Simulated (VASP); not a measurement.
# HfH2 (I4mm) in VASP: a series of runs

Runs on HfH2. Level: PBEsol. Tasks: single point.

Program: VASP 6.6.1. These are calculated values, not measurements. Logs are shortened: lines on timing, memory, paths and dates and some standing lists are left out, and cuts for length are marked.

## 1. The cell of the first run

It takes space group I4mm (No. 107, tetragonal). The conventional cell has a = 3.478 Å, b = 3.478 Å, c = 4.361 Å, α = 90.00°, β = 90.00°, γ = 90.00°. Within 2.7 Å of Hf (site symmetry 4mm) lie 8 H at 2.04 to 2.07 Å. H (site symmetry 2mm) has 4 Hf at 2.04 to 2.07 Å and 6 H at 2.18 to 2.46 Å within 2.7 Å.

## 2. Single point, PBEsol (all H atoms moved +0.025 Å, as atom 2 along Cartesian [0 0 1])

INCAR

```
  PREC = Accurate
  ENCUT = 520
  EDIFF = 1E-6
  ISMEAR = 0
  SIGMA = 0.15
  LREAL = False
  LASPH = True
  NELM = 80
  ALGO = Normal
  ISIF = 2
  LWAVE = False
  LCHARG = False
  GGA = PS
  NBANDS = 13
```

KPOINTS

```
regular mesh
0
Gamma
  20 20 20
```

POSCAR

```
HfH2
1.0
   -1.7390000000      1.7390000000      2.1805000000
    1.7390000000     -1.7390000000      2.1805000000
    1.7390000000      1.7390000000     -2.1805000000
Hf H
1 2
Direct
    0.0000000000      0.0000000000      0.0000000000
    0.7557326301      0.2557326301      0.5000000000
    0.2557326301      0.7557326301      0.5000000000
```

Potentials or basis: VASP PAW PBE potentials, release 64 (Hf_pv, H).

The run is started by

```
> cat potpaw_PBE.64/Hf_pv/POTCAR potpaw_PBE.64/H/POTCAR > POTCAR
> mpirun -np 1 vasp_std > vasp.out
```

OUTCAR:

```text
PREC = Accurate
   ENCUT = 520
   EDIFF = 1E-6
   ISMEAR = 0
   LREAL = False
   LASPH = True
   NELM = 80
   ISIF = 2
   GGA = PS

 ion  position               nearest neighbor table
   1  0.000  0.000  0.000-   2 2.04   3 2.04   2 2.04   3 2.04   2 2.07   3 2.07   2 2.07   3 2.07

   2  0.756  0.256  0.500-   1 2.04   1 2.04   1 2.07   1 2.07
   3  0.256  0.756  0.500-   1 2.04   1 2.04   1 2.07   1 2.07

  LATTYP: Found a body centered tetragonal cell.
 ALAT       =     3.4780000000
 C/A-ratio  =     1.2538815411

  Lattice vectors:

 A1 = (  -1.7390000000,   1.7390000000,   2.1805000000)
 A2 = (   1.7390000000,  -1.7390000000,   2.1805000000)
 A3 = (   1.7390000000,   1.7390000000,  -2.1805000000)

Analysis of symmetry for initial positions (statically):
=====================================================================
 Subroutine PRICEL returns:
 Original cell was already a primitive cell.

 Routine SETGRP: Setting up the symmetry group for a
 body centered tetragonal supercell.

 Subroutine GETGRP returns: Found  8 space group operations
 (whereof  8 operations were pure point group operations)
 out of a pool of 16 trial point group operations.

The static configuration has the point symmetry C_4v.

Analysis of symmetry for dynamics (positions and initial velocities):
=====================================================================
 Subroutine PRICEL returns:
 Original cell was already a primitive cell.

 Routine SETGRP: Setting up the symmetry group for a
 body centered tetragonal supercell.

 Subroutine GETGRP returns: Found  8 space group operations
 (whereof  8 operations were pure point group operations)
 out of a pool of 16 trial point group operations.

The dynamic configuration has the point symmetry C_4v.

 Subroutine INISYM returns: Found  8 space group operations
 (whereof  8 operations are pure point group operations),
 and found     1 'primitive' translations

----------------------------------------------------------------------------------------

                                     Primitive cell

  volume of cell :      26.3764

  direct lattice vectors                    reciprocal lattice vectors
    -1.739000000  1.739000000  2.180500000     0.000000000  0.287521564  0.229305205
     1.739000000 -1.739000000  2.180500000     0.287521564  0.000000000  0.229305205
     1.739000000  1.739000000 -2.180500000     0.287521564  0.287521564  0.000000000

  length of vectors
     3.286764709  3.286764709  3.286764709     0.367762868  0.367762868  0.406616895

  position of ions in fractional coordinates (direct lattice)
     0.000000000  0.000000000  0.000000000
     0.755732630  0.255732630  0.500000000
     0.255732630  0.755732630  0.500000000

  ion indices of the primitive-cell ions
   primitive index   ion index
                 1           1
                 2           2
                 3           3

----------------------------------------------------------------------------------------

 KPOINTS: regular mesh

Automatic generation of k-mesh.
 Grid dimensions read from file:
 generate k-points for:   20   20   20

 Generating k-lattice:

  Cartesian coordinates                     Fractional coordinates (reciprocal lattice)
     0.000000000  0.014376078  0.011465260     0.050000000  0.000000000  0.000000000
     0.014376078  0.000000000  0.011465260     0.000000000  0.050000000  0.000000000
     0.014376078  0.014376078  0.000000000     0.000000000  0.000000000  0.050000000

  Length of vectors
     0.018388143  0.018388143  0.020330845

  Shift w.r.t. Gamma in fractional coordinates (k-lattice)
     0.000000000  0.000000000  0.000000000

 Subroutine IBZKPT returns following result:
 ===========================================

 Found    641 irreducible k-points:

 Following reciprocal coordinates:
            Coordinates               Weight
  0.000000  0.000000  0.000000      1.000000
  0.050000  0.000000  0.000000      8.000000
  0.100000 -0.000000  0.000000      8.000000
  0.150000 -0.000000  0.000000      8.000000
  0.200000 -0.000000  0.000000      8.000000
  0.250000  0.000000  0.000000      8.000000
[... 16 lines left out ...]
 -0.400000  0.050000  0.000000     16.000000
 -0.350000  0.050000  0.000000     16.000000
 [... further k-points ...]
   k-points           NKPTS =    641   k-points in BZ     NKDIM =    641   number of bands    NBANDS=     13
   number of dos      NEDOS =    301   number of ions     NIONS =      3
   total plane-waves  NPLWV =  13824
   dimension x,y,z NGX =    24 NGY =   24 NGZ =   24
   dimension x,y,z NGXF=    48 NGYF=   48 NGZF=   48
   ions per type =               1   2
   NGX,Y,Z   is equivalent  to a cutoff of  12.14, 12.14, 12.14 a.u.
   NGXF,Y,Z  is equivalent  to a cutoff of  24.28, 24.28, 24.28 a.u.
 SYSTEM =  unknown system
   PREC   = accura    normal or accurate (medium, high low for compatibility)
   ISTART =      0    job   : 0-new  1-cont  2-samecut
   ICHARG =      2    charge: 1-file 2-atom 10-const
   ISPIN  =      1    spin polarized calculation?
   LNONCOLLINEAR =      F non collinear calculations
   LSORBIT =      F    spin-orbit coupling
   LASPH  =      T    aspherical Exc in radial PAW
   ENCUT  =  520.0 eV  38.22 Ry    6.18 a.u.   6.11  6.11  6.11*2*pi/ulx,y,z
   NELM   =     80;   NELMIN=  2; NELMDL= -5     # of ELM steps
   EDIFF  = 0.1E-05   stopping-criterion for ELM
   LREAL  =      F    real-space projection
   EDIFFG = 0.1E-04   stopping-criterion for IOM
   NSW    =      0    number of steps for IOM
   IBRION =     -1    ionic relax: 0-MD 1-quasi-New 2-CG
   NFREE  =      0    steps in history (QN), initial steepest desc. (CG)
   ISIF   =      2    stress and relaxation
   ISYM   =      2    0-nonsym 1-usesym 2-fastsym
   POTIM  = 0.5000    time-step for ionic-motion
   TEBEG  =    0.0;   TEEND  =   0.0 temperature during run
   PSTRESS=    0.0 pullay stress
   NELECT =      12.0000    total number of electrons
   NUPDOWN=      -1.0000    fix difference up-down
   EMIN   =  10.00;   EMAX   =-10.00  energy-range for DOS
   EFERMI =   0.00;   METHOD = LEGACY
   ISMEAR =     0;   SIGMA  =   0.15  broadening in eV -4-tet -1-fermi 0-gaus
   EFERMI_NEDOS =   21; number of points for ismear=-14 and -15
   IALGO  =     38    algorithm
   IMIX   =      4    mixing-type and parameters
     AMIX     =   0.40;   BMIX     =  1.00
     AMIX_MAG =   1.60;   BMIX_MAG =  1.00
  volume/ion in A,a.u.               =       8.79        59.33
  Fermi-wavevector in a.u.,A,eV,Ry     =   1.259109  2.379372 21.570088  1.585357
  Thomas-Fermi vector in A             =   2.392686
   LORBIT       =      0    0 simple, 1 ext, 2 COOP (PROOUT), +10 PAW based schemes
   GGA     = PS    functional components
   LHFCALC =     F    Hartree Fock is set to
   AEXX    =    0.0000 exact exchange contribution
   IVDW    =     0    specifies the selected vdW correction
   LEPSILON=     F    determine dielectric tensor
   LRPA    =     F    only Hartree local field effects (RPA)
 non-spin polarized calculation
 Gauss-broadening in eV      SIGMA  =   0.15
  energy-cutoff  :      520.00
  volume of cell :       26.38
 maximum number of plane-waves:       742
   NGX = 13   NGY = 13   NGZ = 13

 number of electron      11.9999998 magnetization

 Free energy of the ion-electron system (eV)
  ---------------------------------------------------
  ext. energy  EPLUGINS =         0.00000000
  ---------------------------------------------------
  free energy    TOTEN  =       -18.76966127 eV

  energy without entropy =      -18.76363873  energy(sigma->0) =      -18.76665000

 E-fermi :   5.2271     XC(G=0): -11.5305

 val. band max:        5.2211942678   @ k =  -0.2500  -0.3000   0.2500
 cond. band min:       5.2295393139   @ k =  -0.1500   0.2000   0.1000
 fundamental gap:      0.0083450461
 Fermi energy:         5.2271411992

 k-point     1 :       0.0000    0.0000    0.0000
  band No.  band energies     occupation
      1     -25.7049      2.00000
      2     -25.7049      2.00000
      3     -25.6477      2.00000
      4      -6.0350      2.00000
      5       3.9547      2.00000
      6       4.7470      1.99999
      7       4.7470      1.99999
      8       5.5585      0.00178
      9       7.0743      0.00000
     10       8.4099      0.00000
     11      16.6122      0.00000
     12      17.0534      0.00000
     13      17.0534      0.00000

 k-point     2 :       0.0500    0.0000    0.0000
  band No.  band energies     occupation
      1     -25.7148      2.00000
      2     -25.7077      2.00000
      3     -25.6534      2.00000
      4      -5.9655      2.00000
      5       3.3586      2.00000
      6       4.7799      1.99998
      7       5.0823      1.82785
      8       5.9372      0.00000
      9       7.0508      0.00000
     10       8.3579      0.00000
     11      16.0047      0.00000
     12      17.2025      0.00000
     13      17.5629      0.00000

 k-point     3 :       0.1000   -0.0000    0.0000
  band No.  band energies     occupation
      1     -25.7496      2.00000
      2     -25.7160      2.00000
      3     -25.6636      2.00000
      4      -5.7615      2.00000
      5       2.5238      2.00000
      6       4.8629      1.99940
      7       5.3064      0.45517
      8       6.8802      0.00000
      9       7.0065      0.00000
     10       8.2311      0.00000
     11      15.1825      0.00000
     12      17.6359      0.00000
     13      17.6631      0.00000

 k-point     4 :       0.1500   -0.0000    0.0000
  band No.  band energies     occupation
      1     -25.8108      2.00000
      2     -25.7288      2.00000
      3     -25.6716      2.00000
      4      -5.4372      2.00000
      5       1.7548      2.00000
      6       4.9486      1.99136
      7       5.5058      0.00861
      8       7.0154      0.00000
      9       7.7823      0.00000
     10       8.2527      0.00000
     11      14.4139      0.00000
     12      17.6551      0.00000
     13      18.3180      0.00000

 k-point     5 :       0.2000   -0.0000    0.0000
  band No.  band energies     occupation
      1     -25.8903      2.00000
      2     -25.7449      2.00000
      3     -25.6782      2.00000
      4      -5.0178      2.00000
      5       1.0949      2.00000
      6       4.9715      1.98405
      7       5.7081      0.00001
      8       7.1716      0.00000
      9       7.8266      0.00000
     10       9.1334      0.00000
     11      13.8220      0.00000
     12      17.5500      0.00000
     13      17.9092      0.00000
[... 257 lines left out ...]
 k-point    22 :      -0.4500    0.0500    0.0000
  band No.  band energies     occupation
      1     -26.2244      2.00000
      2     -25.8192      2.00000
      3     -25.7064      2.00000
      4      -3.1863      2.00000
      5      -0.0136      2.00000
      6       4.4037      2.00000
      7       5.7521      0.00000
      8       8.8715      0.00000
      9       9.5630      0.00000
     10      10.1883      0.00000
     11      11.7685      0.00000
     12      16.0068      0.00000
     13      17.1120      0.00000

 k-point    23 :      -0.4000    0.0500    0.0000
  band No.  band energies     occupation
      1     -26.1783      2.00000
      2     -25.8079      2.00000
      3     -25.7043      2.00000
      4      -3.3995      2.00000
      5      -0.0292      2.00000
      6       4.5034      2.00000
      7       5.7919      0.00000
      8       8.5148      0.00000
      9       9.0757      0.00000
     10      10.3495      0.00000
     11      12.5004      0.00000
     12      15.4449      0.00000
     13      17.6819      0.00000

 k-point    24 :      -0.3500    0.0500    0.0000
  band No.  band energies     occupation
      1     -26.1128      2.00000
      2     -25.7926      2.00000
      3     -25.7005      2.00000
      4      -3.7447      2.00000
      5       0.0640      2.00000
      6       4.6478      2.00000
      7       5.8441      0.00000
      8       8.0175      0.00000
      9       8.5832      0.00000
     10      10.5078      0.00000
     11      13.4859      0.00000
     12      14.7023      0.00000
     13      17.6829      0.00000

 [... further k-points ...]
[... 5 lines left out ...]
  --------------------------------------------------------------------------------------
  -------------------------------------------------------------------------------------
  Total       -0.8744309     -0.8744309     -1.0446207      0.0000000      0.0000000     -0.0000000
  in kB      -53.1154480    -53.1154480    -63.4532656      0.0000000      0.0000000     -0.0000000
  external PRESSURE =     -56.5613872 kB  Pullay stress =       0.0000000 kB

 VOLUME and BASIS-vectors are now :
 -----------------------------------------------------------------------------
  energy-cutoff  :      520.00
  volume of cell :       26.38
      direct lattice vectors                 reciprocal lattice vectors
    -1.739000000  1.739000000  2.180500000     0.000000000  0.287521564  0.229305205
     1.739000000 -1.739000000  2.180500000     0.287521564  0.000000000  0.229305205
     1.739000000  1.739000000 -2.180500000     0.287521564  0.287521564  0.000000000

 POSITION                                       TOTAL-FORCE (eV/Angst)
 -----------------------------------------------------------------------------------
      0.00000      0.00000      0.00000        -0.000000     -0.000000      0.228032
      0.00000      1.73900      1.11525        -0.000000      0.000000     -0.114016
      1.73900      0.00000      1.11525         0.000000     -0.000000     -0.114016
 -----------------------------------------------------------------------------------
    total drift:                                0.000000      0.000000     -0.000144

  FREE ENERGIE OF THE ION-ELECTRON SYSTEM (eV)
  ---------------------------------------------------
  free  energy   TOTEN  =       -18.7696612685 eV

  energy  without entropy=      -18.7636387338  energy(sigma->0) =      -18.76665000
```

It took 46 s on 1 thread of Intel Xeon 6975P-C (Granite Rapids), shared host; peak memory 0.33 GiB.

Results:

- Free energy: -18.7697 eV
- Pressure: -5.7 GPa
- Largest force: 0.228 eV/Å
- Band gap on the k mesh: zero (band 6 reaches 5.80 eV, above the bottom of band 7 at 4.75 eV)

Forces in eV/Å, atoms in the order of the input:
```
Hf   0.000  0.000  0.228
H    0.000  0.000 -0.114
H    0.000  0.000 -0.114
```

Levels at points of the mesh, in eV from the Fermi level:
```
           k point  band 4  band 5  band 6  band 7  band 8  band 9
(0.00, 0.00, 0.00)  -11.26   -1.27   -0.48   -0.48    0.33    1.85
(0.50, 0.00, 0.00)   -8.37   -5.18   -0.82    0.55    3.78    4.56
(0.50, 0.50, 0.00)   -6.60   -5.73   -4.14    3.92    4.14    5.25
(0.50, 0.50, 0.50)   -7.66   -4.36   -3.78    4.56    4.67    4.67
```

Caveat: the cell differs from its parent crystal (all H atoms moved +0.025 Å, as atom 2 along Cartesian [0 0 1]); the PAW data sets were made with another functional, which shifts forces and pressure a little; spin-orbit coupling is left out, which moves the levels of the heavy elements.

## 3. Single point, PBEsol (all H atoms moved +0.087 Å, as atom 2 along Cartesian [0 0 1])

INCAR

```
PREC = Accurate ; ENCUT = 520
EDIFF = 1E-7 ; ISMEAR = 0
SIGMA = 0.15 ; LREAL = False
LASPH = True ; NELM = 60
ALGO = Normal ; ISIF = 2
LWAVE = False ; LCHARG = True
GGA = PS ; LELF = True
LVHAR = True ; NBANDS = 13
```

KPOINTS is that of step 2.

POSCAR

```
HfH2
1.0
   -1.7390000000      1.7390000000      2.1805000000
    1.7390000000     -1.7390000000      2.1805000000
    1.7390000000      1.7390000000     -2.1805000000
Hf H
1 2
Direct
    0.0000000000      0.0000000000      0.0000000000
    0.7700642055      0.2700642055      0.5000000000
    0.2700642055      0.7700642055      0.5000000000
```

Potentials or basis: VASP PAW PBE potentials, release 64 (Hf_pv, H).

The run is started by

```
> cat potpaw_PBE.64/Hf_pv/POTCAR potpaw_PBE.64/H/POTCAR > POTCAR
> mpirun -np 1 vasp_std > vasp.out
```

OUTCAR:

```text
PREC = Accurate
   ENCUT = 520
   EDIFF = 1E-7
   ISMEAR = 0
   LREAL = False
   LASPH = True
   NELM = 60
   ISIF = 2
   GGA = PS

 ion  position               nearest neighbor table
   1  0.000  0.000  0.000-   2 2.01   3 2.01   2 2.01   3 2.01   2 2.10   3 2.10   2 2.10   3 2.10

   2  0.770  0.270  0.500-   1 2.01   1 2.01   1 2.10   1 2.10
   3  0.270  0.770  0.500-   1 2.01   1 2.01   1 2.10   1 2.10

  LATTYP: Found a body centered tetragonal cell.
 ALAT       =     3.4780000000
 C/A-ratio  =     1.2538815411

  Lattice vectors:
[... 567 lines left out ...]
     10      10.5516      0.00000
     11      13.4776      0.00000
     12      14.7148      0.00000
     13      17.6878      0.00000

 [... further k-points ...]
[... 5 lines left out ...]
  --------------------------------------------------------------------------------------
  -------------------------------------------------------------------------------------
  Total       -0.8051500     -0.8051500     -1.0450512      0.0000000      0.0000000      0.0000000
  in kB      -48.9071238    -48.9071238    -63.4794156      0.0000000      0.0000000      0.0000000
  external PRESSURE =     -53.7645544 kB  Pullay stress =       0.0000000 kB

 VOLUME and BASIS-vectors are now :
 -----------------------------------------------------------------------------
  energy-cutoff  :      520.00
  volume of cell :       26.38
      direct lattice vectors                 reciprocal lattice vectors
    -1.739000000  1.739000000  2.180500000     0.000000000  0.287521564  0.229305205
     1.739000000 -1.739000000  2.180500000     0.287521564  0.000000000  0.229305205
     1.739000000  1.739000000 -2.180500000     0.287521564  0.287521564  0.000000000

 POSITION                                       TOTAL-FORCE (eV/Angst)
 -----------------------------------------------------------------------------------
      0.00000      0.00000      0.00000        -0.000000     -0.000000      0.794245
     -0.00000      1.73900      1.17775        -0.000000      0.000000     -0.397123
      1.73900     -0.00000      1.17775         0.000000     -0.000000     -0.397123
 -----------------------------------------------------------------------------------
    total drift:                               -0.000000     -0.000000      0.000115

  FREE ENERGIE OF THE ION-ELECTRON SYSTEM (eV)
  ---------------------------------------------------
  free  energy   TOTEN  =       -18.7376794861 eV

  energy  without entropy=      -18.7313635635  energy(sigma->0) =      -18.73452152
```

stdout:

```text
POSCAR found type information on POSCAR HfH
 POSCAR found :  2 types and       3 ions
 scaLAPACK will be used
 -----------------------------------------------------------------------------
|                                                                             |
|                                                                             |
|     You enforced a specific xc type in the INCAR file but a different       |
|     I HOPE YOU KNOW WHAT YOU ARE DOING!                                     |
|                                                                             |
 -----------------------------------------------------------------------------

 LDA part: xc-table for (Slater+PW92), standard interpolation
 POSCAR, INCAR and KPOINTS ok, starting setup
 FFT: planning ... GRIDC
 FFT: planning ... GRID_SOFT
 FFT: planning ... GRID
 WAVECAR not read
 entering main loop
```

Wall time 54 s (1 thread of Intel Xeon 6975P-C (Granite Rapids), shared host); peak memory 0.33 GiB.

What came out:

```yaml
Free_energy: -18.7377 eV
Pressure: -5.4 GPa
Largest_force: 0.794 eV/Å
Band_gap_on_the_k_mesh: zero (band 6 reaches 5.81 eV, above the bottom of band 7 at 4.75 eV)
```

Forces in eV/Å, atoms in the order of the input:
```
Hf   0.000  0.000  0.794
H    0.000  0.000 -0.397
H    0.000  0.000 -0.397
```

Stress tensor (GPa, compression positive):
```
-4.89  0.00  0.00
 0.00 -4.89  0.00
 0.00  0.00 -6.35
```

Levels at points of the mesh, in eV from the Fermi level:
| k point | band 4 | band 5 | band 6 | band 7 | band 8 | band 9 |
| --- | --- | --- | --- | --- | --- | --- |
| (0.00, 0.00, 0.00) | -11.25 | -1.50 | -0.47 | -0.47 | 0.60 | 1.85 |
| (0.50, 0.00, 0.00) | -8.36 | -5.18 | -0.81 | 0.54 | 3.77 | 4.58 |
| (0.50, 0.50, 0.00) | -6.56 | -5.72 | -4.13 | 3.91 | 4.14 | 5.26 |
| (0.50, 0.50, 0.50) | -7.67 | -4.59 | -3.53 | 4.56 | 4.68 | 4.68 |

Caveat: the cell differs from its parent crystal (all H atoms moved +0.087 Å, as atom 2 along Cartesian [0 0 1]); the PAW data sets were made with another functional, which shifts forces and pressure a little; spin-orbit coupling is left out, which moves the levels of the heavy elements.

(Part 1 of 2 ends here.)
